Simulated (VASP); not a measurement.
# Sn (Im-3m) in VASP: further runs

Aim: see how the results for Sn move with the level of theory and the settings. Levels: PBE, PBEsol. Tasks: single point.

Everything below comes from runs of VASP 6.6.1. Logs are shortened: lines on timing, memory, paths and dates and some standing lists are left out, and cuts for length are marked.

### 1 The cell of the first run

Symmetry: Im-3m, No. 229, cubic system. The conventional cell has a = 2.806 Å, b = 2.806 Å, c = 2.806 Å, α = 90.00°, β = 90.00°, γ = 90.00°. Within 3.2 Å of Sn (site symmetry m-3m) lie 14 Sn at 2.43 to 2.81 Å.

### 2 Single point, PBE (volume scaled by 0.4)

The input, INCAR:

```
SYSTEM = Sn
ALGO = Normal
EDIFF = 1E-6
ENCUT = 520
GGA = PE
ISIF = 2
ISMEAR = -1
LASPH = .True.
LCHARG = .True.
LELF = .True.
LREAL = .False.
LVHAR = .True.
LWAVE = .False.
NBANDS = 13
NELM = 100
PREC = Accurate
SIGMA = 0.1
```

The input, KPOINTS:

```
k-points
0
Gamma
  14 14 14
  0 0 0
```

The input, POSCAR:

```
Sn
1.0
   -1.4031686087      1.4031686087      1.4031686087
    1.4031686087     -1.4031686087      1.4031686087
    1.4031686087      1.4031686087     -1.4031686087
Sn
1
Direct
    0.0000000000      0.0000000000      0.0000000000
```

Potentials or basis: VASP PAW PBE potentials, release 64 (Sn_d).

On the command line:

```console
$ cat potpaw_PBE.64/Sn_d/POTCAR > POTCAR
$ mpirun -np 1 vasp_std > vasp.out
```

OUTCAR:

```text
SYSTEM = Sn
   EDIFF = 1E-6
   ENCUT = 520
   GGA = PE
   ISIF = 2
   ISMEAR = -1
   LASPH = .True.
   LREAL = .False.
   NELM = 100
   PREC = Accurate

 ion  position               nearest neighbor table
   1  0.000  0.000  0.000-

  LATTYP: Found a body centered cubic cell.
 ALAT       =     2.8063372174

  Lattice vectors:

 A1 = (  -1.4031686087,   1.4031686087,   1.4031686087)
 A2 = (   1.4031686087,  -1.4031686087,   1.4031686087)
 A3 = (   1.4031686087,   1.4031686087,  -1.4031686087)

Analysis of symmetry for initial positions (statically):
=====================================================================
 Subroutine PRICEL returns:
 Original cell was already a primitive cell.

 Routine SETGRP: Setting up the symmetry group for a
 body centered cubic supercell.

 Subroutine GETGRP returns: Found 48 space group operations
 (whereof 48 operations were pure point group operations)
 out of a pool of 48 trial point group operations.

The static configuration has the point symmetry O_h .

Analysis of symmetry for dynamics (positions and initial velocities):
=====================================================================
 Subroutine PRICEL returns:
 Original cell was already a primitive cell.

 Routine SETGRP: Setting up the symmetry group for a
 body centered cubic supercell.

 Subroutine GETGRP returns: Found 48 space group operations
 (whereof 48 operations were pure point group operations)
 out of a pool of 48 trial point group operations.

The dynamic configuration has the point symmetry O_h .

 Subroutine INISYM returns: Found 48 space group operations
 (whereof 48 operations are pure point group operations),
 and found     1 'primitive' translations

----------------------------------------------------------------------------------------

                                     Primitive cell

  volume of cell :      11.0507

  direct lattice vectors                    reciprocal lattice vectors
    -1.403168609  1.403168609  1.403168609     0.000000000  0.356336364  0.356336364
     1.403168609 -1.403168609  1.403168609     0.356336364  0.000000000  0.356336364
     1.403168609  1.403168609 -1.403168609     0.356336364  0.356336364  0.000000000

  length of vectors
     2.430359322  2.430359322  2.430359322     0.503935719  0.503935719  0.503935719

  position of ions in fractional coordinates (direct lattice)
     0.000000000  0.000000000  0.000000000

  ion indices of the primitive-cell ions
   primitive index   ion index
                 1           1

----------------------------------------------------------------------------------------

 KPOINTS: k-points

Automatic generation of k-mesh.
 Grid dimensions read from file:
 generate k-points for:   14   14   14

 Generating k-lattice:

  Cartesian coordinates                     Fractional coordinates (reciprocal lattice)
     0.000000000  0.025452597  0.025452597     0.071428571  0.000000000  0.000000000
     0.025452597  0.000000000  0.025452597     0.000000000  0.071428571  0.000000000
     0.025452597  0.025452597  0.000000000     0.000000000  0.000000000  0.071428571

  Length of vectors
     0.035995408  0.035995408  0.035995408

  Shift w.r.t. Gamma in fractional coordinates (k-lattice)
     0.000000000  0.000000000  0.000000000

 Subroutine IBZKPT returns following result:
 ===========================================

 Found    104 irreducible k-points:

 Following reciprocal coordinates:
            Coordinates               Weight
  0.000000  0.000000  0.000000      1.000000
  0.071429  0.000000  0.000000     12.000000
  0.142857  0.000000  0.000000     12.000000
  0.214286  0.000000  0.000000     12.000000
  0.285714  0.000000  0.000000     12.000000
  0.357143  0.000000  0.000000     12.000000
[... 16 lines left out ...]
  0.285714  0.285714  0.000000     24.000000
  0.357143  0.285714  0.000000     24.000000
 [... further k-points ...]
   k-points           NKPTS =    104   k-points in BZ     NKDIM =    104   number of bands    NBANDS=     13
   number of dos      NEDOS =    301   number of ions     NIONS =      1
   total plane-waves  NPLWV =   5832
   dimension x,y,z NGX =    18 NGY =   18 NGZ =   18
   dimension x,y,z NGXF=    36 NGYF=   36 NGZF=   36
   ions per type =               1
   NGX,Y,Z   is equivalent  to a cutoff of  12.31, 12.31, 12.31 a.u.
   NGXF,Y,Z  is equivalent  to a cutoff of  24.63, 24.63, 24.63 a.u.
 SYSTEM =  Sn
   PREC   = accura    normal or accurate (medium, high low for compatibility)
   ISTART =      0    job   : 0-new  1-cont  2-samecut
   ICHARG =      2    charge: 1-file 2-atom 10-const
   ISPIN  =      1    spin polarized calculation?
   LNONCOLLINEAR =      F non collinear calculations
   LSORBIT =      F    spin-orbit coupling
   LASPH  =      T    aspherical Exc in radial PAW
   ENCUT  =  520.0 eV  38.22 Ry    6.18 a.u.   4.52  4.52  4.52*2*pi/ulx,y,z
   NELM   =    100;   NELMIN=  2; NELMDL= -5     # of ELM steps
   EDIFF  = 0.1E-05   stopping-criterion for ELM
   LREAL  =      F    real-space projection
   EDIFFG = 0.1E-04   stopping-criterion for IOM
   NSW    =      0    number of steps for IOM
   IBRION =     -1    ionic relax: 0-MD 1-quasi-New 2-CG
   NFREE  =      0    steps in history (QN), initial steepest desc. (CG)
   ISIF   =      2    stress and relaxation
   ISYM   =      2    0-nonsym 1-usesym 2-fastsym
   POTIM  = 0.5000    time-step for ionic-motion
   TEBEG  =    0.0;   TEEND  =   0.0 temperature during run
   PSTRESS=    0.0 pullay stress
   NELECT =      14.0000    total number of electrons
   NUPDOWN=      -1.0000    fix difference up-down
   EMIN   =  10.00;   EMAX   =-10.00  energy-range for DOS
   EFERMI =   0.00;   METHOD = LEGACY
   ISMEAR =    -1;   SIGMA  =   0.10  broadening in eV -4-tet -1-fermi 0-gaus
   EFERMI_NEDOS =   21; number of points for ismear=-14 and -15
   IALGO  =     38    algorithm
   IMIX   =      4    mixing-type and parameters
     AMIX     =   0.40;   BMIX     =  1.00
     AMIX_MAG =   1.60;   BMIX_MAG =  1.00
  volume/ion in A,a.u.               =      11.05        74.57
  Fermi-wavevector in a.u.,A,eV,Ry     =   1.771418  3.347494 42.694004  3.137921
  Thomas-Fermi vector in A             =   2.838013
   LORBIT       =      0    0 simple, 1 ext, 2 COOP (PROOUT), +10 PAW based schemes
   GGA     = PE    functional components
[... 5 lines left out ...]
 non-spin polarized calculation
  energy-cutoff  :      520.00
  volume of cell :       11.05
 maximum number of plane-waves:       321
   NGX =  9   NGY =  9   NGZ =  9

 number of electron      13.9999991 magnetization

 Free energy of the ion-electron system (eV)
  ---------------------------------------------------
  ext. energy  EPLUGINS =         0.00000000
  ---------------------------------------------------
  free energy    TOTEN  =         4.79888639 eV

  energy without entropy =        4.80830654  energy(sigma->0) =        4.80359646

 E-fermi :  25.8878     XC(G=0): -15.3991

 val. band max:       25.8771300255   @ k =  -0.4286   0.5000   0.2143
 cond. band min:      25.9504778106   @ k =  -0.2857   0.3571   0.0714
 fundamental gap:      0.0733477852
 Fermi energy:        25.8877879006

 k-point     1 :       0.0000    0.0000    0.0000
  band No.  band energies     occupation
      1       0.9772      2.00000
      2       0.9772      2.00000
      3       0.9772      2.00000
      4       2.4048      2.00000
      5       2.4048      2.00000
      6       4.0176      2.00000
      7      37.0731      0.00000
      8      37.0731      0.00000
      9      37.0731      0.00000
     10      46.1564      0.00000
     11      46.1564      0.00000
     12      46.3806      0.00000
     13      46.3806      0.00000

 k-point     2 :       0.0714    0.0000    0.0000
  band No.  band energies     occupation
      1       0.9415      2.00000
      2       0.9918      2.00000
      3       1.0817      2.00000
      4       2.3650      2.00000
      5       2.4060      2.00000
      6       4.2489      2.00000
      7      36.4895      0.00000
      8      37.0083      0.00000
      9      37.1891      0.00000
     10      43.7871      0.00000
     11      43.9242      0.00000
     12      44.5870      0.00000
     13      47.0769      0.00000

 k-point     3 :       0.1429    0.0000    0.0000
  band No.  band energies     occupation
      1       0.8421      2.00000
      2       0.9957      2.00000
      3       1.3807      2.00000
      4       2.2685      2.00000
      5       2.4102      2.00000
      6       4.9703      2.00000
      7      34.4650      0.00000
      8      36.4941      0.00000
      9      37.5039      0.00000
     10      41.8034      0.00000
     11      41.9467      0.00000
     12      42.5883      0.00000
     13      47.6796      0.00000
[... 305 lines left out ...]
 k-point    23 :       0.2857    0.2857    0.0000
  band No.  band energies     occupation
      1       0.4186      2.00000
      2       1.1474      2.00000
      3       1.8277      2.00000
      4       2.3496      2.00000
      5       2.7087      2.00000
      6      15.8381      2.00000
      7      22.0858      2.00000
      8      22.3524      2.00000
      9      32.7018      0.00000
     10      40.4822      0.00000
     11      42.7184      0.00000
     12      50.9068      0.00000
     13      52.3151      0.00000

 k-point    24 :       0.3571    0.2857    0.0000
  band No.  band energies     occupation
      1       0.4158      2.00000
      2       1.2702      2.00000
      3       1.6983      2.00000
      4       2.4395      2.00000
      5       2.6414      2.00000
      6      18.1945      2.00000
      7      19.5582      2.00000
      8      22.0000      2.00000
      9      32.5928      0.00000
     10      40.9758      0.00000
     11      42.1745      0.00000
     12      51.1030      0.00000
     13      52.1882      0.00000

 [... further k-points ...]
[... 5 lines left out ...]
  --------------------------------------------------------------------------------------
  -------------------------------------------------------------------------------------
  Total       27.6489869     27.6489869     27.6489869     -0.0000000      0.0000000      0.0000000
  in kB     4008.6693216   4008.6693216   4008.6693216     -0.0000000      0.0000000      0.0000000
  external PRESSURE =    4008.6693216 kB  Pullay stress =       0.0000000 kB

 VOLUME and BASIS-vectors are now :
 -----------------------------------------------------------------------------
  energy-cutoff  :      520.00
  volume of cell :       11.05
      direct lattice vectors                 reciprocal lattice vectors
    -1.403168609  1.403168609  1.403168609     0.000000000  0.356336364  0.356336364
     1.403168609 -1.403168609  1.403168609     0.356336364  0.000000000  0.356336364
     1.403168609  1.403168609 -1.403168609     0.356336364  0.356336364  0.000000000

 POSITION                                       TOTAL-FORCE (eV/Angst)
 -----------------------------------------------------------------------------------
      0.00000      0.00000      0.00000         0.000000     -0.000000     -0.000000
 -----------------------------------------------------------------------------------
    total drift:                                0.000000     -0.000000      0.000000

  FREE ENERGIE OF THE ION-ELECTRON SYSTEM (eV)
  ---------------------------------------------------
  free  energy   TOTEN  =         4.7988863867 eV

  energy  without entropy=        4.8083065392  energy(sigma->0) =        4.80359646
```

Wall time 7.7 s (1 thread of AMD EPYC 9R45 (Zen 5), shared host); peak memory 0.1 GiB.

What came out:

* Free energy: 4.7989 eV
* Pressure: 400.9 GPa
* Band gap on the k mesh: zero (band 7 reaches 37.07 eV, above the bottom of band 8 at 20.87 eV)

Levels at points of the mesh, in eV from the Fermi level:
| k point | band 4 | band 5 | band 6 | band 7 | band 8 | band 9 | band 10 | band 11 |
| --- | --- | --- | --- | --- | --- | --- | --- | --- |
| (0.00, 0.00, 0.00) | -23.48 | -23.48 | -21.87 | 11.19 | 11.19 | 11.19 | 20.27 | 20.27 |
| (0.50, 0.00, 0.00) | -23.43 | -22.52 | -11.67 | -7.72 | 5.75 | 7.12 | 13.13 | 15.94 |
| (0.50, 0.50, 0.50) | -22.76 | -22.76 | -2.68 | -2.68 | -2.68 | 4.27 | 4.27 | 6.09 |

Caveat: spin-orbit coupling is left out, which moves the levels of the heavy elements.

(Continued in part 2 of 2.)
